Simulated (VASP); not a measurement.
# CuGe3W2 (P-4m2) in VASP: single point with r2SCAN

Aim: the single point of CuGe3W2 with r2SCAN.

Program: VASP 6.6.1. These are calculated values, not measurements. Logs are shortened: lines on timing, memory, paths and dates and some standing lists are left out, and cuts for length are marked.

### 1 The cell of the first run

It takes space group P-4m2 (No. 115, tetragonal). Conventional cell: a = 3.561 Å, b = 3.561 Å, c = 7.844 Å, α = 90.00°, β = 90.00°, γ = 90.00°. Within 3.6 Å of Ge (site symmetry 2mm) lie 5 W at 2.67 to 2.73 Å and 10 Ge at 3.11 to 3.56 Å and 2 Cu at 3.50 Å. Within 3.3 Å of Ge (site symmetry -4m2) lie 4 Cu at 2.52 Å and 4 W at 2.76 Å. Within 3.6 Å of W (site symmetry 2mm) lie 7 Ge at 2.67 to 2.76 Å and 2 Cu at 2.76 Å and 4 W at 3.56 Å. Cu (site symmetry -4m2) has 4 Ge at 2.52 Å and 4 W at 2.76 Å within 3.3 Å.

### 2 Single point, r2SCAN

Contents of POSCAR:

```
CuGe3W2
1.0
    3.5605410000      0.0000000000      0.0000000000
    0.0000000000      3.5605410000      0.0000000000
    0.0000000000      0.0000000000      7.8442060000
Ge W Cu
3 2 1
Direct
    0.0000000000      0.5000000000      0.3835000000
    0.5000000000      0.0000000000      0.6165000000
    0.5000000000      0.5000000000      0.0000000000
    0.0000000000      0.5000000000      0.7315000000
    0.5000000000      0.0000000000      0.2685000000
    0.0000000000      0.0000000000      0.0000000000
```

Contents of INCAR.step1:

```
SYSTEM = CuGe3W2
  PREC = Accurate
  ENCUT = 520
  ISMEAR = -1
  SIGMA = 0.1
  LREAL = .FALSE.
  LASPH = .TRUE.
  NELM = 60
  NBANDS = 50
  GGA = PE
  ALGO = Normal
  EDIFF = 1E-4
  LWAVE = .TRUE.
  LCHARG = .FALSE.
```

Contents of INCAR.step2:

```
SYSTEM = CuGe3W2
  PREC = Accurate
  ENCUT = 520
  EDIFF = 1E-6
  ISMEAR = -1
  SIGMA = 0.1
  LREAL = .FALSE.
  LASPH = .TRUE.
  NELM = 60
  ALGO = Normal
  ISIF = 2
  LWAVE = .FALSE.
  LCHARG = .TRUE.
  METAGGA = R2SCAN
  LMIXTAU = .TRUE.
  LELF = .TRUE.
  LVHAR = .TRUE.
  NBANDS = 50
  ISTART = 1
```

Contents of KPOINTS:

```
regular mesh
0
G
  9 9 5
  0 0 0
```

Potentials or basis: VASP PAW PBE potentials, release 64 (Ge_d, W_sv, Cu).

The run is started by

```bash
$ cat potpaw_PBE.64/Ge_d/POTCAR potpaw_PBE.64/W_sv/POTCAR potpaw_PBE.64/Cu/POTCAR > POTCAR
$ cp INCAR.step1 INCAR
$ mpirun -np 1 vasp_std > vasp.out
$ cp INCAR.step2 INCAR
$ mpirun -np 1 vasp_std > vasp.out
```

OUTCAR:

```text
SYSTEM = CuGe3W2
   PREC = Accurate
   ENCUT = 520
   EDIFF = 1E-6
   ISMEAR = -1
   LREAL = .FALSE.
   LASPH = .TRUE.
   NELM = 60
   ISIF = 2
   METAGGA = R2SCAN
   ISTART = 1

 ion  position               nearest neighbor table
   1  0.000  0.500  0.383-   5 2.67   5 2.67   5 2.67   5 2.67   4 2.73
   2  0.500  0.000  0.617-   4 2.67   4 2.67   4 2.67   4 2.67   5 2.73
   3  0.500  0.500  0.000-   6 2.52   6 2.52   6 2.52   6 2.52   5 2.76   4 2.76   4 2.76   5 2.76

   4  0.000  0.500  0.731-   2 2.67   2 2.67   2 2.67   2 2.67   1 2.73   6 2.76   6 2.76   3 2.76
                             3 2.76
   5  0.500  0.000  0.269-   1 2.67   1 2.67   1 2.67   1 2.67   2 2.73   3 2.76   6 2.76   6 2.76
                             3 2.76
   6  0.000  0.000  0.000-   3 2.52   3 2.52   3 2.52   3 2.52   4 2.76   5 2.76   5 2.76   4 2.76

  LATTYP: Found a simple tetragonal cell.
 ALAT       =     3.5605410000
 C/A-ratio  =     2.2030938557

  Lattice vectors:

 A1 = (   3.5605410000,   0.0000000000,   0.0000000000)
 A2 = (   0.0000000000,   3.5605410000,   0.0000000000)
 A3 = (   0.0000000000,   0.0000000000,   7.8442060000)

Analysis of symmetry for initial positions (statically):
=====================================================================
 Subroutine PRICEL returns:
 Original cell was already a primitive cell.

 Routine SETGRP: Setting up the symmetry group for a
 simple tetragonal supercell.

 Subroutine GETGRP returns: Found  8 space group operations
 (whereof  8 operations were pure point group operations)
 out of a pool of 16 trial point group operations.

The static configuration has the point symmetry D_2d.

Analysis of symmetry for dynamics (positions and initial velocities):
=====================================================================
 Subroutine PRICEL returns:
 Original cell was already a primitive cell.

 Routine SETGRP: Setting up the symmetry group for a
 simple tetragonal supercell.

 Subroutine GETGRP returns: Found  8 space group operations
 (whereof  8 operations were pure point group operations)
 out of a pool of 16 trial point group operations.

The dynamic configuration has the point symmetry D_2d.

 Subroutine INISYM returns: Found  8 space group operations
 (whereof  8 operations are pure point group operations),
 and found     1 'primitive' translations

----------------------------------------------------------------------------------------

                                     Primitive cell

  volume of cell :      99.4445

  direct lattice vectors                    reciprocal lattice vectors
     3.560541000  0.000000000  0.000000000     0.280856196  0.000000000  0.000000000
     0.000000000  3.560541000  0.000000000     0.000000000  0.280856196  0.000000000
     0.000000000  0.000000000  7.844206000     0.000000000  0.000000000  0.127482629

  length of vectors
     3.560541000  3.560541000  7.844206000     0.280856196  0.280856196  0.127482629

  position of ions in fractional coordinates (direct lattice)
     0.000000000  0.500000000  0.383500000
     0.500000000  0.000000000  0.616500000
     0.500000000  0.500000000  0.000000000
     0.000000000  0.500000000  0.731500000
     0.500000000  0.000000000  0.268500000
     0.000000000  0.000000000  0.000000000

  ion indices of the primitive-cell ions
   primitive index   ion index
                 1           1
                 2           2
                 3           3
                 4           4
                 5           5
                 6           6

----------------------------------------------------------------------------------------

 KPOINTS: regular mesh

Automatic generation of k-mesh.
 Grid dimensions read from file:
 generate k-points for:    9    9    5

 Generating k-lattice:

  Cartesian coordinates                     Fractional coordinates (reciprocal lattice)
     0.031206244  0.000000000  0.000000000     0.111111111  0.000000000  0.000000000
     0.000000000  0.031206244  0.000000000     0.000000000  0.111111111  0.000000000
     0.000000000  0.000000000  0.025496526     0.000000000  0.000000000  0.200000000

  Length of vectors
     0.031206244  0.031206244  0.025496526

  Shift w.r.t. Gamma in fractional coordinates (k-lattice)
     0.000000000  0.000000000  0.000000000

 Subroutine IBZKPT returns following result:
 ===========================================

 Found     45 irreducible k-points:

 Following reciprocal coordinates:
            Coordinates               Weight
  0.000000  0.000000  0.000000      1.000000
  0.111111  0.000000  0.000000      4.000000
  0.222222  0.000000  0.000000      4.000000
  0.333333  0.000000  0.000000      4.000000
  0.444444  0.000000  0.000000      4.000000
  0.111111  0.111111  0.000000      4.000000
[... 16 lines left out ...]
  0.333333  0.111111  0.200000     16.000000
  0.444444  0.111111  0.200000     16.000000
 [... further k-points ...]
   k-points           NKPTS =     45   k-points in BZ     NKDIM =     45   number of bands    NBANDS=     50
   number of dos      NEDOS =    301   number of ions     NIONS =      6
   total plane-waves  NPLWV =  47040
   dimension x,y,z NGX =    28 NGY =   28 NGZ =   60
   dimension x,y,z NGXF=    56 NGYF=   56 NGZF=  120
   ions per type =               3   2   1
   NGX,Y,Z   is equivalent  to a cutoff of  13.07, 13.07, 12.72 a.u.
   NGXF,Y,Z  is equivalent  to a cutoff of  26.15, 26.15, 25.43 a.u.
 SYSTEM =  CuGe3W2
   PREC   = accura    normal or accurate (medium, high low for compatibility)
   ISTART =      1    job   : 0-new  1-cont  2-samecut
   ICHARG =      0    charge: 1-file 2-atom 10-const
   ISPIN  =      1    spin polarized calculation?
   LNONCOLLINEAR =      F non collinear calculations
   LSORBIT =      F    spin-orbit coupling
   LASPH  =      T    aspherical Exc in radial PAW
   ENCUT  =  520.0 eV  38.22 Ry    6.18 a.u.   6.62  6.62 14.59*2*pi/ulx,y,z
   NELM   =     60;   NELMIN=  2; NELMDL=  0     # of ELM steps
   EDIFF  = 0.1E-05   stopping-criterion for ELM
   LREAL  =      F    real-space projection
   EDIFFG = 0.1E-04   stopping-criterion for IOM
   NSW    =      0    number of steps for IOM
   IBRION =     -1    ionic relax: 0-MD 1-quasi-New 2-CG
   NFREE  =      0    steps in history (QN), initial steepest desc. (CG)
   ISIF   =      2    stress and relaxation
   ISYM   =      2    0-nonsym 1-usesym 2-fastsym
   POTIM  = 0.5000    time-step for ionic-motion
   TEBEG  =    0.0;   TEEND  =   0.0 temperature during run
   PSTRESS=    0.0 pullay stress
   NELECT =      81.0000    total number of electrons
   NUPDOWN=      -1.0000    fix difference up-down
   EMIN   =  10.00;   EMAX   =-10.00  energy-range for DOS
   EFERMI =   0.00;   METHOD = LEGACY
   ISMEAR =    -1;   SIGMA  =   0.10  broadening in eV -4-tet -1-fermi 0-gaus
   EFERMI_NEDOS =   21; number of points for ismear=-14 and -15
   IALGO  =     38    algorithm
   IMIX   =      4    mixing-type and parameters
     AMIX     =   0.40;   BMIX     =  1.00
     AMIX_MAG =   1.60;   BMIX_MAG =  1.00
  volume/ion in A,a.u.               =      16.57       111.85
  Fermi-wavevector in a.u.,A,eV,Ry     =   1.528890  2.889183 31.803672  2.337504
  Thomas-Fermi vector in A             =   2.636586
   LORBIT       =      0    0 simple, 1 ext, 2 COOP (PROOUT), +10 PAW based schemes
   METAGGA = R2SCAN    functional components
   LHFCALC =     F    Hartree Fock is set to
   AEXX    =    0.0000 exact exchange contribution
   IVDW    =     0    specifies the selected vdW correction
   LEPSILON=     F    determine dielectric tensor
   LRPA    =     F    only Hartree local field effects (RPA)
 non-spin polarized calculation
  energy-cutoff  :      520.00
  volume of cell :       99.44
 maximum number of plane-waves:      2700
 NGX is ok and might be reduce to    28
   NGX = 13   NGY = 13   NGZ = 29

 number of electron      80.9999965 magnetization

 Free energy of the ion-electron system (eV)
  ---------------------------------------------------
  ext. energy  EPLUGINS =         0.00000000
  ---------------------------------------------------
  free energy    TOTEN  =      -153.25476714 eV

  energy without entropy =     -153.15122835  energy(sigma->0) =     -153.20299775

 E-fermi :   7.6737     XC(G=0): -13.3820

 val. band max:        7.6653743348   @ k =   0.3333   0.3333   0.0000
 cond. band min:       7.6871026652   @ k =   0.4444   0.1111   0.4000
 fundamental gap:      0.0217283304
 Fermi energy:         7.6736852681

 k-point     1 :       0.0000    0.0000    0.0000
  band No.  band energies     occupation
      1     -68.1505      2.00000
      2     -68.1504      2.00000
      3     -31.6841      2.00000
      4     -31.6841      2.00000
      5     -31.6732      2.00000
      6     -31.6732      2.00000
[... 42 lines left out ...]
     49      13.4759      0.00000
     50      13.4759      0.00000

 k-point     2 :       0.1111    0.0000    0.0000
  band No.  band energies     occupation
      1     -68.1502      2.00000
      2     -68.1502      2.00000
      3     -31.6926      2.00000
      4     -31.6835      2.00000
      5     -31.6816      2.00000
      6     -31.6726      2.00000
[... 42 lines left out ...]
     49      13.5485      0.00000
     50      13.6630      0.00000

 k-point     3 :       0.2222    0.0000    0.0000
  band No.  band energies     occupation
      1     -68.1497      2.00000
      2     -68.1497      2.00000
      3     -31.7140      2.00000
      4     -31.7024      2.00000
      5     -31.6820      2.00000
      6     -31.6711      2.00000
[... 42 lines left out ...]
     49      13.7323      0.00000
     50      13.7481      0.00000

 k-point     4 :       0.3333    0.0000    0.0000
  band No.  band energies     occupation
      1     -68.1491      2.00000
      2     -68.1490      2.00000
      3     -31.7382      2.00000
      4     -31.7260      2.00000
      5     -31.6803      2.00000
      6     -31.6694      2.00000
[... 999 lines left out ...]
 k-point    23 :       0.3333    0.1111    0.2000
  band No.  band energies     occupation
      1     -68.1489      2.00000
      2     -68.1488      2.00000
      3     -31.7373      2.00000
      4     -31.7251      2.00000
      5     -31.6884      2.00000
      6     -31.6773      2.00000
[... 42 lines left out ...]
     49      13.7176      0.00000
     50      14.1571      0.00000

 k-point    24 :       0.4444    0.1111    0.2000
  band No.  band energies     occupation
      1     -68.1485      2.00000
      2     -68.1485      2.00000
      3     -31.7529      2.00000
      4     -31.7403      2.00000
      5     -31.6872      2.00000
      6     -31.6761      2.00000
[... 42 lines left out ...]
     49      13.4945      0.00000
     50      14.1923      0.00000

 [... further k-points ...]

------------------------ aborting loop because EDIFF is reached ----------------------------------------

  FORCE on cell =-STRESS in cart. coord.  units (eV):
  Direction    XX          YY          ZZ          XY          YZ          ZX
  --------------------------------------------------------------------------------------
  -------------------------------------------------------------------------------------
  Total       -8.1067947     -8.1067947     -5.1188892      0.0000000      0.0000000      0.0000000
  in kB     -130.6107082   -130.6107082    -82.4717752      0.0000000      0.0000000      0.0000000
  external PRESSURE =    -114.5643972 kB  Pullay stress =       0.0000000 kB

 VOLUME and BASIS-vectors are now :
 -----------------------------------------------------------------------------
  energy-cutoff  :      520.00
  volume of cell :       99.44
      direct lattice vectors                 reciprocal lattice vectors
     3.560541000  0.000000000  0.000000000     0.280856196  0.000000000  0.000000000
     0.000000000  3.560541000  0.000000000     0.000000000  0.280856196  0.000000000
     0.000000000  0.000000000  7.844206000     0.000000000  0.000000000  0.127482629

 POSITION                                       TOTAL-FORCE (eV/Angst)
 -----------------------------------------------------------------------------------
      0.00000      1.78027      3.00825        -0.000000      0.000000     -0.082320
      1.78027      0.00000      4.83595         0.000000      0.000000      0.082320
      1.78027      1.78027      0.00000        -0.000000     -0.000000      0.000000
      0.00000      1.78027      5.73804        -0.000000      0.000000      0.580954
      1.78027      0.00000      2.10617        -0.000000      0.000000     -0.580954
      0.00000      0.00000      0.00000        -0.000000      0.000000      0.000000
 -----------------------------------------------------------------------------------
    total drift:                                0.000000      0.000000      0.000000

  FREE ENERGIE OF THE ION-ELECTRON SYSTEM (eV)
  ---------------------------------------------------
  free  energy   TOTEN  =      -153.2547671429 eV

  energy  without entropy=     -153.1512283537  energy(sigma->0) =     -153.20299775
```

Wall time 7.1 min (1 thread of AMD EPYC 9R45 (Zen 5), shared host); peak memory 0.32 GiB.

What came out:

| Property | Result |
| --- | --- |
| Free energy | -153.2548 eV |
| Pressure | -11.5 GPa |
| Largest force | 0.581 eV/Å |
| Band gap on the k mesh | zero (an odd number of electrons rules out a gap without spin polarisation) |

Forces on the atoms (eV/Å):
```
Ge   0.000  0.000 -0.082
Ge   0.000  0.000  0.082
Ge   0.000  0.000  0.000
W    0.000  0.000  0.581
W    0.000  0.000 -0.581
Cu   0.000  0.000  0.000
```

Stress tensor (GPa, compression positive):
```
-13.06   0.00   0.00
  0.00 -13.06   0.00
  0.00   0.00  -8.25
```

Caveat: the cell stands under tension; the PAW data sets were made with another functional, which shifts forces and pressure a little; spin-orbit coupling is left out, which moves the levels of the heavy elements.
